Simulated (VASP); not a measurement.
# BeC2 (I4/mmm) in VASP: vibrations by perturbation theory with PBEsol

Aim: the vibrations by perturbation theory of BeC2 with PBEsol.

Program: VASP 6.6.1. These are calculated values, not measurements. Logs are shortened: lines on timing, memory, paths and dates and some standing lists are left out, and cuts for length are marked.

## 1. The cell of the first run

Symmetry: I4/mmm, No. 139, tetragonal system. The conventional cell has a = 3.256 Å, b = 3.256 Å, c = 4.673 Å, α = 90.00°, β = 90.00°, γ = 90.00°. Be (site symmetry 4/mmm) has 2 C at 1.71 Å within 2.3 Å. C (site symmetry 4mm) has 1 C at 1.25 Å within 1.7 Å.

## 2. Vibrations by perturbation theory, PBEsol

File INCAR:

```
SYSTEM = BeC2
PREC     = Accurate       ! precision mode
ENCUT    = 520            ! plane-wave cutoff, eV
EDIFF    = 1E-8           ! SCF threshold, eV
ISMEAR   = 0              ! smearing method
SIGMA    = 0.01           ! smearing width, eV
LREAL    = .FALSE.        ! projectors in reciprocal space
LASPH    = .TRUE.         ! aspherical terms in the spheres
NELM     = 100            ! most SCF steps
ALGO     = Normal         ! electronic algorithm
ISIF     = 2              ! what is computed and relaxed
LWAVE    = .FALSE.        ! write WAVECAR
LCHARG   = .FALSE.        ! write CHGCAR
GGA      = PS             ! functional
IBRION   = 8              ! ionic algorithm
NSW      = 1              ! ionic steps
LEPSILON = .TRUE.         ! dielectric tensor by DFPT
```

File KPOINTS:

```
Automatic mesh
0
G
  10 10 10
  0 0 0
```

File POSCAR:

```
BeC2
1.0
   -1.6282243607      1.6282243607      2.3363146420
    1.6282243607     -1.6282243607      2.3363146420
    1.6282243607      1.6282243607     -2.3363146420
Be C
1 2
Direct
    0.0000000000      0.0000000000      0.0000000000
    0.6339389466      0.6339389466      0.0000000000
    0.3660610534      0.3660610534      0.0000000000
```

Potentials or basis: VASP PAW PBE potentials, release 64 (Be, C).

Started as:

```console
cat potpaw_PBE.64/Be/POTCAR potpaw_PBE.64/C/POTCAR > POTCAR
mpirun -np 1 vasp_std > vasp.out
```

OUTCAR:

```text
SYSTEM = BeC2
   PREC = Accurate
   ENCUT = 520
   EDIFF = 1E-8
   ISMEAR = 0
   LREAL = .FALSE.
   LASPH = .TRUE.
   NELM = 100
   ISIF = 2
   GGA = PS
   IBRION = 8
   NSW = 1
   LEPSILON = .TRUE.

 ion  position               nearest neighbor table
   1  0.000  0.000  0.000-   2 1.71   3 1.71
   2  0.634  0.634  0.000-   3 1.25   1 1.71
   3  0.366  0.366  0.000-   2 1.25   1 1.71

  LATTYP: Found a body centered tetragonal cell.
 ALAT       =     3.2564487214
 C/A-ratio  =     1.4348849571

  Lattice vectors:

 A1 = (  -1.6282243607,   1.6282243607,   2.3363146420)
 A2 = (   1.6282243607,  -1.6282243607,   2.3363146420)
 A3 = (   1.6282243607,   1.6282243607,  -2.3363146420)

Analysis of symmetry for initial positions (statically):
=====================================================================
 Subroutine PRICEL returns:
 Original cell was already a primitive cell.

 Routine SETGRP: Setting up the symmetry group for a
 body centered tetragonal supercell.

 Subroutine GETGRP returns: Found 16 space group operations
 (whereof 16 operations were pure point group operations)
 out of a pool of 16 trial point group operations.

The static configuration has the point symmetry D_4h.

Analysis of symmetry for dynamics (positions and initial velocities):
=====================================================================
 Subroutine PRICEL returns:
 Original cell was already a primitive cell.

 Routine SETGRP: Setting up the symmetry group for a
 body centered tetragonal supercell.

 Subroutine GETGRP returns: Found 16 space group operations
 (whereof 16 operations were pure point group operations)
 out of a pool of 16 trial point group operations.

The dynamic configuration has the point symmetry D_4h.

 Subroutine INISYM returns: Found 16 space group operations
 (whereof 16 operations are pure point group operations),
 and found     1 'primitive' translations

----------------------------------------------------------------------------------------

                                     Primitive cell

  volume of cell :      24.7754

  direct lattice vectors                    reciprocal lattice vectors
    -1.628224361  1.628224361  2.336314642     0.000000000  0.307082987  0.214012270
     1.628224361 -1.628224361  2.336314642     0.307082987  0.000000000  0.214012270
     1.628224361  1.628224361 -2.336314642     0.307082987  0.307082987  0.000000000

  length of vectors
     3.280334624  3.280334624  3.280334624     0.374300965  0.374300965  0.434280925

  position of ions in fractional coordinates (direct lattice)
     0.000000000  0.000000000  0.000000000
     0.633938947  0.633938947  0.000000000
     0.366061053  0.366061053  0.000000000

  ion indices of the primitive-cell ions
   primitive index   ion index
                 1           1
                 2           2
                 3           3

----------------------------------------------------------------------------------------

 KPOINTS: Automatic mesh

Automatic generation of k-mesh.
 Grid dimensions read from file:
 generate k-points for:   10   10   10

 Generating k-lattice:

  Cartesian coordinates                     Fractional coordinates (reciprocal lattice)
     0.000000000  0.030708299  0.021401227     0.100000000 -0.000000000  0.000000000
     0.030708299  0.000000000  0.021401227    -0.000000000  0.100000000  0.000000000
     0.030708299  0.030708299  0.000000000     0.000000000  0.000000000  0.100000000

  Length of vectors
     0.037430097  0.037430097  0.043428092

  Shift w.r.t. Gamma in fractional coordinates (k-lattice)
     0.000000000  0.000000000  0.000000000

[... 430 lines left out ...]
  free energy    TOTEN  =        -0.45605626 eV

  energy without entropy =       -0.45605626

------------------------ aborting loop because EDIFF is reached ----------------------------------------

--------------------------------------- Ionic step        2  -------------------------------------------

------------------------ aborting loop because EDIFF is reached ----------------------------------------

--------------------------------------- Ionic step        3  -------------------------------------------

------------------------ aborting loop because EDIFF is reached ----------------------------------------

 PIEZOELECTRIC TENSOR FIELD DIRECTION 3  (e Angst)
 -----------------------------------------------------------------------------
    -0.00121  0.00000  0.00000           (  0.00000  0.00000  0.00000)
     0.00000 -0.00121  0.00000           (  0.00000  0.00000  0.00000)
     0.00000  0.00000  0.00266           (  0.00000  0.00000  0.00000)

 PIEZOELECTRIC TENSOR FIELD DIRECTION 3  (C/m^2)
 -----------------------------------------------------------------------------
    -0.00078  0.00000  0.00000
     0.00000 -0.00078  0.00000
     0.00000  0.00000  0.00172

--------------------------------------- Ionic step        4  -------------------------------------------

------------------------ aborting loop because EDIFF is reached ----------------------------------------

[... ionic steps 5 to 5 ...]

--------------------------------------- Ionic step        6  -------------------------------------------

------------------------ aborting loop because EDIFF is reached ----------------------------------------

--------------------------------------- Ionic step        7  -------------------------------------------

------------------------ aborting loop because EDIFF is reached ----------------------------------------

[... ionic steps 8 to 8 ...]

--------------------------------------- Ionic step        9  -------------------------------------------

 Free energy of the ion-electron system (eV)
  ---------------------------------------------------
  ---------------------------------------------------
  free energy    TOTEN  =        -0.13872741 eV

  energy without entropy =       -0.13872741

------------------------ aborting loop because EDIFF is reached ----------------------------------------

 INTERNAL STRAIN TENSOR  FOR ION    2  DIRECTION 3   (eV/Angst):
 -----------------------------------------------------------------------------
     0.44368  0.00000  0.00000
     0.00000  0.44368 -0.00000
     0.00000  0.00000-74.49970

 MACROSCOPIC STATIC DIELECTRIC TENSOR (including local field effects in DFT)
 ------------------------------------------------------
           7.354051     0.000000     0.000000
          -0.000000     7.354051     0.000000
           0.000000     0.000000    10.720037
 ------------------------------------------------------

 PIEZOELECTRIC TENSOR (including local field effects)  for field in x, y, z        (e  Angst)
          XX          YY          ZZ          XY          YZ          ZX
  --------------------------------------------------------------------------------
  x     0.00000     0.00000     0.00000     0.00000     0.00000     0.00000
  y     0.00000     0.00000     0.00000     0.00000     0.00000     0.00000
  z     0.00000     0.00000     0.00000     0.00000     0.00000     0.00000

 PIEZOELECTRIC TENSOR (including local field effects)  for field in x, y, z        (C/m^2)
          XX          YY          ZZ          XY          YZ          ZX
  --------------------------------------------------------------------------------
  x     0.00000     0.00000     0.00000     0.00000     0.00000     0.00000
  y     0.00000     0.00000     0.00000     0.00000     0.00000     0.00000
  z     0.00000     0.00000     0.00000     0.00000     0.00000     0.00000

 BORN EFFECTIVE CHARGES (including local field effects) (in |e|, cummulative output)
 ---------------------------------------------------------------------------------
 ion    1
    1     2.92038    -0.00000    -0.00000
    2     0.00000     2.92038     0.00000
    3     0.00000    -0.00000     1.05996
 ion    2
    1    -1.46019    -0.00000     0.00000
    2    -0.00000    -1.46019     0.00000
    3     0.00000    -0.00000    -0.52998
 ion    3
    1    -1.46019    -0.00000     0.00000
    2    -0.00000    -1.46019     0.00000
    3    -0.00000    -0.00000    -0.52998

 INTERNAL STRAIN TENSOR FOR ION    3 for displacements in x,y,z  (eV/Angst):
          X           Y           Z          XY          YZ          ZX
  --------------------------------------------------------------------------------
  x     0.00000     0.00000     0.00000     0.00000     0.00000    -1.71153
  y     0.00000     0.00000     0.00000     0.00000    -2.46245     0.00000
  z    -0.44368    -0.44368    74.49970     0.00000     0.00000     0.00000

 SECOND DERIVATIVES (NOT SYMMETRIZED)
 ------------------------------------
               1X          1Y          1Z          2X          2Y          2Z          3X          3Y          3Z
  1X     4.991932    0.000000    0.000000   -2.495966    0.000000    0.000000   -2.495966    0.000000    0.000000
  1Y     0.000000    4.991932   -0.000000    0.000000   -2.495966    0.000000    0.000000   -2.495966    0.000000
  1Z     0.000000   -0.000000  -26.411175   -0.000000   -0.000000   13.205587   -0.000000   -0.000000   13.205587
  2X    -2.495770    0.000000    0.000000   -2.987688    0.000000    0.000000    5.483458    0.000000    0.000000
  2Y     0.000000   -2.495770   -0.000000    0.000000   -2.987688   -0.000000    0.000000    5.483458   -0.000000
  2Z     0.000000    0.000000   13.206362    0.000000    0.000000  -89.485705    0.000000    0.000000   76.279343
  3X    -2.495770    0.000000    0.000000    5.483458    0.000000    0.000000   -2.987688    0.000000    0.000000
  3Y     0.000000   -2.495770   -0.000000    0.000000    5.483458   -0.000000    0.000000   -2.987688   -0.000000
  3Z     0.000000    0.000000   13.206362    0.000000    0.000000   76.279343    0.000000    0.000000  -89.485705

 Eigenvectors and eigenvalues of the dynamical matrix
 ----------------------------------------------------

   1 f  =   58.077461 THz   364.911452 2PiTHz 1937.255583 cm-1   240.188972 meV
             X         Y         Z           dx          dy          dz
      0.000000  0.000000  0.000000    -0.000000    0.000000    0.000000
      0.000000  0.000000  2.962162     0.000000   -0.000000   -0.707107
      0.000000  0.000000  1.710468    -0.000000    0.000000    0.707107
[... 43 lines left out ...]
   9 f/i=   13.643578 THz    85.725130 2PiTHz  455.100779 cm-1    56.425280 meV
             X         Y         Z           dx          dy          dz
      0.000000  0.000000  0.000000    -0.538792   -0.660974    0.000000
      0.000000  0.000000  2.962162     0.233356    0.286275    0.000000
      0.000000  0.000000  1.710468     0.233356    0.286275    0.000000

--------------------------------------------------------------------------------------------------------

 MACROSCOPIC STATIC DIELECTRIC TENSOR IONIC CONTRIBUTION
 ------------------------------------------------------
          -0.000000     0.000000    -0.000000
           0.000000    -0.000000    -0.000000
          -0.000000    -0.000000     0.310690
 ------------------------------------------------------

 ELASTIC MODULI CONTR FROM IONIC RELAXATION (kBar)
 Direction    XX          YY          ZZ          XY          YZ          ZX
 --------------------------------------------------------------------------------
 XX          -0.1536     -0.1536     25.7903      0.0000     -0.0000      0.0000
 YY          -0.1536     -0.1536     25.7903      0.0000     -0.0000      0.0000
 ZZ          25.7903     25.7903  -4330.4876      0.0000      0.0000     -0.0000
 XY           0.0000      0.0000      0.0000      0.0000      0.0000      0.0000
 YZ          -0.0000     -0.0000      0.0000      0.0000    -92.5794      0.0000
 ZX           0.0000      0.0000     -0.0000      0.0000      0.0000    -44.7249
 --------------------------------------------------------------------------------

 PIEZOELECTRIC TENSOR IONIC CONTR  for field in x, y, z        (C/m^2)
          XX          YY          ZZ          XY          YZ          ZX
  --------------------------------------------------------------------------------
  x     0.00000     0.00000    -0.00000     0.00000    -0.00000    -0.00000
  y     0.00000     0.00000    -0.00000     0.00000     0.00000     0.00000
  z    -0.00000    -0.00000     0.00000     0.00000     0.00000     0.00000
```

It took 4.5 min on 1 thread of Intel Xeon Platinum 8259CL at 2.50GHz (Skylake/Cascade Lake), shared host; peak memory 0.27 GiB.

What came out:

```
Electronic dielectric tensor (diagonal)                 : 7.35, 7.35, 10.72
Born charges (mean of the diagonal)                     : Be +2.30; C -1.15 e
Highest phonon frequency at Γ, LO-TO splitting left out : 1937 cm⁻¹
Most unstable mode                                      : 455i cm⁻¹
```

Phonon frequencies in cm⁻¹ (negative: imaginary):
| q point | frequencies |
| --- | --- |
| (0.000, 0.000, 0.000) | -455 -455 0 0 0 438 438 1047 1937 |

Electronic dielectric tensor:
```
 7.35  0.00  0.00
 0.00  7.35  0.00
 0.00  0.00 10.72
```

Born effective charge tensors (e):
atom 1, Be
```
2.92 0.00 0.00
0.00 2.92 0.00
0.00 0.00 1.06
```
atom 2, C
```
-1.46  0.00  0.00
 0.00 -1.46  0.00
 0.00  0.00 -0.53
```
atom 3, C
```
-1.46  0.00  0.00
 0.00 -1.46  0.00
 0.00  0.00 -0.53
```

Caveat: the cell wasn't relaxed at this level first, which shifts response properties; some modes are imaginary.
